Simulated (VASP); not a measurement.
# Cs in VASP: further runs

The runs below take Cs through single point, with PBE.

All numbers are computed with VASP 6.6.1; they aren't measurements. Logs are shortened: lines on timing, memory, paths and dates and some standing lists are left out, and cuts for length are marked.

## Step 1: The cell of the first run

The cell holds a slab with vacuum, 3 atoms: a = 8.580 Å, b = 5.254 Å, c = 16.954 Å, α = 90.00°, β = 90.00°, γ = 90.00°.

## Step 2: Single point, PBE

INCAR reads:

```
PREC = Accurate
ENCUT = 520
EDIFF = 1E-6
ISMEAR = 1
SIGMA = 0.1
LREAL = False
LASPH = True
NELM = 80
ALGO = Normal
ISIF = 2
LWAVE = False
LCHARG = False
LDIPOL = True
IDIPOL = 3
DIPOL = 0.5 0.5 0.500
GGA = PE
EFIELD = -0.2
NBANDS = 20
```

KPOINTS reads:

```
Automatic mesh
0
Gamma
  2 3 1
```

POSCAR reads:

```
Cs
1.0
    8.5800334456      0.0000000000      0.0000000000
    0.0000000000      5.2541760000      0.0000000000
    0.0000000000      0.0000000000     16.9536847746
Cs
3
Direct
    0.0000000000      0.0000000000      0.3539053651
    0.5000000000      0.3333333229      0.5000000000
    0.0000000000      0.6666666458      0.6460946349
```

Potentials or basis: VASP PAW PBE potentials, release 64 (Cs_sv).

Started as:

```console
cat potpaw_PBE.64/Cs_sv/POTCAR > POTCAR
mpirun -np 1 vasp_std > vasp.out
```

OUTCAR:

```text
PREC = Accurate
   ENCUT = 520
   EDIFF = 1E-6
   ISMEAR = 1
   LREAL = False
   LASPH = True
   NELM = 80
   ISIF = 2
   GGA = PE

 ion  position               nearest neighbor table
   1  0.000  0.000  0.354-
   2  0.500  0.333  0.500-
   3  0.000  0.667  0.646-

  LATTYP: Found a simple orthorhombic cell.
 ALAT       =     5.2541760000
 B/A-ratio  =     1.6329931555
 C/A-ratio  =     3.2267066757

  Lattice vectors:

 A1 = (   0.0000000000,  -5.2541760000,   0.0000000000)
 A2 = (   8.5800334456,   0.0000000000,   0.0000000000)
 A3 = (   0.0000000000,   0.0000000000,  16.9536847746)

Analysis of symmetry for initial positions (statically):
=====================================================================
 Subroutine PRICEL returns:
 Original cell was already a primitive cell.

 Routine SETGRP: Setting up the symmetry group for a
 simple orthorhombic supercell.

 Subroutine GETGRP returns: Found  4 space group operations
 (whereof  2 operations were pure point group operations)
 out of a pool of  8 trial point group operations.

The static configuration has the point symmetry C_1h.
 The point group associated with its full space group is C_2h.

Analysis of symmetry for dynamics (positions and initial velocities):
=====================================================================
 An external electric field (EFIELD) may reduce the allowed symmetry operations
 Subroutine PRICEL returns:
 Original cell was already a primitive cell.

 Routine SETGRP: Setting up the symmetry group for a
 simple orthorhombic supercell.

 Subroutine GETGRP returns: Found  2 space group operations
 (whereof  2 operations were pure point group operations)
 out of a pool of  8 trial point group operations.

The dynamic configuration has the point symmetry C_1h.

 Subroutine INISYM returns: Found  2 space group operations
 (whereof  2 operations are pure point group operations),
 and found     1 'primitive' translations

----------------------------------------------------------------------------------------

                                     Primitive cell

  volume of cell :     764.2892

  direct lattice vectors                    reciprocal lattice vectors
     8.580033446  0.000000000  0.000000000     0.116549662  0.000000000  0.000000000
     0.000000000  5.254176000  0.000000000     0.000000000  0.190324801  0.000000000
     0.000000000  0.000000000 16.953684775     0.000000000  0.000000000  0.058984228

  length of vectors
     8.580033446  5.254176000 16.953684775     0.116549662  0.190324801  0.058984228

  position of ions in fractional coordinates (direct lattice)
     0.000000000  0.000000000  0.353905365
     0.500000000  0.333333323  0.500000000
     0.000000000  0.666666646  0.646094635

  ion indices of the primitive-cell ions
   primitive index   ion index
                 1           1
                 2           2
                 3           3

----------------------------------------------------------------------------------------

 KPOINTS: Automatic mesh

Automatic generation of k-mesh.
 Grid dimensions read from file:
 generate k-points for:    2    3    1

 Generating k-lattice:

  Cartesian coordinates                     Fractional coordinates (reciprocal lattice)
     0.058274831  0.000000000  0.000000000     0.500000000  0.000000000  0.000000000
     0.000000000  0.063441600  0.000000000     0.000000000  0.333333333  0.000000000
     0.000000000  0.000000000  0.058984228     0.000000000  0.000000000  1.000000000

  Length of vectors
     0.058274831  0.063441600  0.058984228

  Shift w.r.t. Gamma in fractional coordinates (k-lattice)
     0.000000000  0.000000000  0.000000000

 Subroutine IBZKPT returns following result:
 ===========================================

 Found      4 irreducible k-points:

 Following reciprocal coordinates:
            Coordinates               Weight
  0.000000  0.000000  0.000000      1.000000
  0.500000  0.000000  0.000000      1.000000
  0.000000  0.333333  0.000000      2.000000
  0.500000  0.333333  0.000000      2.000000
   k-points           NKPTS =      4   k-points in BZ     NKDIM =      4   number of bands    NBANDS=     20
   number of dos      NEDOS =    301   number of ions     NIONS =      3
   total plane-waves  NPLWV = 322560
   dimension x,y,z NGX =    64 NGY =   40 NGZ =  126
   dimension x,y,z NGXF=   128 NGYF=   80 NGZF=  252
   ions per type =               3
   NGX,Y,Z   is equivalent  to a cutoff of  12.40, 12.66, 12.36 a.u.
   NGXF,Y,Z  is equivalent  to a cutoff of  24.80, 25.31, 24.71 a.u.
 SYSTEM =  unknown system
   PREC   = accura    normal or accurate (medium, high low for compatibility)
   ISTART =      0    job   : 0-new  1-cont  2-samecut
   ICHARG =      2    charge: 1-file 2-atom 10-const
   ISPIN  =      1    spin polarized calculation?
   LNONCOLLINEAR =      F non collinear calculations
   LSORBIT =      F    spin-orbit coupling
   LASPH  =      T    aspherical Exc in radial PAW
   ENCUT  =  520.0 eV  38.22 Ry    6.18 a.u.  15.95  9.77 31.52*2*pi/ulx,y,z
   NELM   =     80;   NELMIN=  2; NELMDL= -5     # of ELM steps
   EDIFF  = 0.1E-05   stopping-criterion for ELM
   LREAL  =      F    real-space projection
   EDIFFG = 0.1E-04   stopping-criterion for IOM
   NSW    =      0    number of steps for IOM
   IBRION =     -1    ionic relax: 0-MD 1-quasi-New 2-CG
   NFREE  =      0    steps in history (QN), initial steepest desc. (CG)
   ISIF   =      2    stress and relaxation
   ISYM   =      2    0-nonsym 1-usesym 2-fastsym
   POTIM  = 0.5000    time-step for ionic-motion
   TEBEG  =    0.0;   TEEND  =   0.0 temperature during run
   PSTRESS=    0.0 pullay stress
   NELECT =      27.0000    total number of electrons
   NUPDOWN=      -1.0000    fix difference up-down
   EMIN   =  10.00;   EMAX   =-10.00  energy-range for DOS
   EFERMI =   0.00;   METHOD = LEGACY
   ISMEAR =     1;   SIGMA  =   0.10  broadening in eV -4-tet -1-fermi 0-gaus
   EFERMI_NEDOS =   21; number of points for ismear=-14 and -15
   IALGO  =     38    algorithm
   IMIX   =      4    mixing-type and parameters
     AMIX     =   0.40;   BMIX     =  1.00
     AMIX_MAG =   1.60;   BMIX_MAG =  1.00
  volume/ion in A,a.u.               =     254.76      1719.23
  Fermi-wavevector in a.u.,A,eV,Ry     =   0.537168  1.015100  3.925955  0.288550
  Thomas-Fermi vector in A             =   1.562820
   LORBIT       =      0    0 simple, 1 ext, 2 COOP (PROOUT), +10 PAW based schemes
   GGA     = PE    functional components
   LHFCALC =     F    Hartree Fock is set to
   AEXX    =    0.0000 exact exchange contribution
   IVDW    =     0    specifies the selected vdW correction
   LEPSILON=     F    determine dielectric tensor
   LRPA    =     F    only Hartree local field effects (RPA)
 non-spin polarized calculation
 Methfessel and Paxton  Order N= 1 SIGMA  =   0.10
  energy-cutoff  :      520.00
  volume of cell :      764.29
 maximum number of plane-waves:     20594
 NGX is ok and might be reduce to    64
   NGX = 31   NGY = 19   NGZ = 63

 dipolmoment           0.000000      0.000000      0.000000 electrons x Angstroem

 number of electron      27.0000005 magnetization

 dipolmoment           0.000000      0.000000     -0.498891 electrons x Angstroem

 Free energy of the ion-electron system (eV)
  ---------------------------------------------------
  ext. energy  EPLUGINS =         0.00000000
  ---------------------------------------------------
  free energy    TOTEN  =        -2.18281349 eV

  energy without entropy =       -2.17888678  energy(sigma->0) =       -2.18150459

 E-fermi :  -0.8805     XC(G=0):  -3.1517

 val. band max:       -0.9329244886   @ k =   0.5000   0.3333   0.0000
 cond. band min:      -0.8250358051   @ k =   0.5000   0.3333   0.0000
 fundamental gap:      0.1078886835
 Fermi energy:        -0.8805135342

 k-point     1 :       0.0000    0.0000    0.0000
  band No.  band energies     occupation
      1     -24.9215      2.00000
      2     -24.8646      2.00000
      3     -24.8243      2.00000
      4     -11.7589      2.00000
      5     -11.7371      2.00000
      6     -11.6844      2.00000
[... 12 lines left out ...]
     19       0.5046     -0.00000
     20       0.5468     -0.00000

 k-point     2 :       0.5000    0.0000    0.0000
  band No.  band energies     occupation
      1     -24.9214      2.00000
      2     -24.8646      2.00000
      3     -24.8244      2.00000
      4     -11.7702      2.00000
      5     -11.7232      2.00000
      6     -11.6855      2.00000
[... 12 lines left out ...]
     19       0.7242     -0.00000
     20       0.8260     -0.00000

 k-point     3 :       0.0000    0.3333    0.0000
  band No.  band energies     occupation
      1     -24.9190      2.00000
      2     -24.8620      2.00000
      3     -24.8218      2.00000
      4     -11.7622      2.00000
      5     -11.7427      2.00000
      6     -11.7180      2.00000
[... 12 lines left out ...]
     19       0.4768     -0.00000
     20       0.6069     -0.00000

 k-point     4 :       0.5000    0.3333    0.0000
  band No.  band energies     occupation
      1     -24.9189      2.00000
      2     -24.8621      2.00000
      3     -24.8218      2.00000
      4     -11.7714      2.00000
      5     -11.7414      2.00000
      6     -11.7137      2.00000
[... 12 lines left out ...]
     19       0.4815     -0.00000
     20       0.6669     -0.00000

------------------------ aborting loop because EDIFF is reached ----------------------------------------

 vacuum level on the upper side and lower side of the slab       (xc-potential included)        -0.049        -1.401

  FORCE on cell =-STRESS in cart. coord.  units (eV):
  Direction    XX          YY          ZZ          XY          YZ          ZX
  --------------------------------------------------------------------------------------
  -------------------------------------------------------------------------------------
  Total       -0.0755831     -0.0673806     -0.1014461      0.0000000      0.0861510      0.0000000
  in kB       -0.1584446     -0.1412498     -0.2126612      0.0000000      0.1805981      0.0000000
  external PRESSURE =      -0.1707852 kB  Pullay stress =       0.0000000 kB

 VOLUME and BASIS-vectors are now :
 -----------------------------------------------------------------------------
  energy-cutoff  :      520.00
  volume of cell :      764.29
      direct lattice vectors                 reciprocal lattice vectors
     8.580033446  0.000000000  0.000000000     0.116549662  0.000000000  0.000000000
     0.000000000  5.254176000  0.000000000     0.000000000  0.190324801  0.000000000
     0.000000000  0.000000000 16.953684775     0.000000000  0.000000000  0.058984228

 POSITION                                       TOTAL-FORCE (eV/Angst)
 -----------------------------------------------------------------------------------
      0.00000      0.00000      6.00000         0.000000     -0.016991      0.011585
      4.29002      1.75139      8.47684         0.000000     -0.000715     -0.005603
      0.00000      3.50278     10.95368         0.000000      0.017706     -0.005982
 -----------------------------------------------------------------------------------
    total drift:                                0.000000     -0.000012      0.001225

  FREE ENERGIE OF THE ION-ELECTRON SYSTEM (eV)
  ---------------------------------------------------
  free  energy   TOTEN  =        -2.1828134933 eV

  energy  without entropy=       -2.1788867753  energy(sigma->0) =       -2.18150459

 vacuum level on the upper side and lower side of the slab         1.109        -0.165
```

Wall time 2.3 min (1 thread of Intel Xeon Platinum 8375C at 2.90GHz (Ice Lake), shared host); peak memory 0.61 GiB.

What came out:

| Quantity | Value |
| --- | --- |
| Free energy | -2.1828 eV |
| Largest force | 0.021 eV/Å |

Forces in eV/Å, atoms in the order of the input:
```
Cs   0.000 -0.017  0.012
Cs   0.000 -0.001 -0.006
Cs   0.000  0.018 -0.006
```

Levels at points of the mesh, in eV from the Fermi level:
```csv
k point,band 9,band 10,band 11,band 12,band 13,band 14,band 15,band 16,band 17,band 18
"(0.00, 0.00, 0.00)",-10.74,-10.74,-10.71,-10.68,-1.28,-0.31,0.44,0.68,1.02,1.36
"(0.50, 0.00, 0.00)",-10.76,-10.74,-10.71,-10.67,-0.71,-0.60,-0.11,0.61,0.94,1.05
```

Caveat: the k points lie up to 0.40 Å⁻¹ apart; spin-orbit coupling is left out, which moves the levels of the heavy elements.

(Continued in part 2 of 2.)
